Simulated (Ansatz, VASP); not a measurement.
**Two plane-wave programs on HfN**

```
Hf N
1.0
     0.00000    2.25087    2.25087
     2.25087    0.00000    2.25087
     2.25087    2.25087    0.00000
Hf N
1 1
Direct
  0.00000 0.00000 0.00000
  0.50000 0.50000 0.50000
```

Alike in both runs: task single point; functional PBEsol; k mesh 16 × 16 × 16; occupations gaussian, width 0.1 eV; no spin polarisation.

```csv
,VASP,Ansatz
version,VASP 6.6.1,Ansatz 0.2.0
potentials or method,"VASP PAW PBE potentials, release 64 (Hf_pv, N), cutoff 520 eV","scalar-relativistic, plane waves, PAW"
valence electrons in the cell,15,31
```

Ansatz gave:

| Item | Value |
| --- | --- |
| gap on the k mesh at the Fermi level (eV) | none |
| pressure (GPa) | 0.0 |

Task: What did VASP give for the same quantities?

Result: gap on the k mesh at the Fermi level (eV): none; pressure (GPa): -2.2.

VASP's potentials were made for PBE, not for PBEsol. A gap of «none» marks a metal or a gap that the smearing closes. VASP's potentials hold 15 valence electrons a cell and Ansatz's 31, so a difference there can come from the potentials and not from the codes.

Spin-orbit coupling is off throughout.
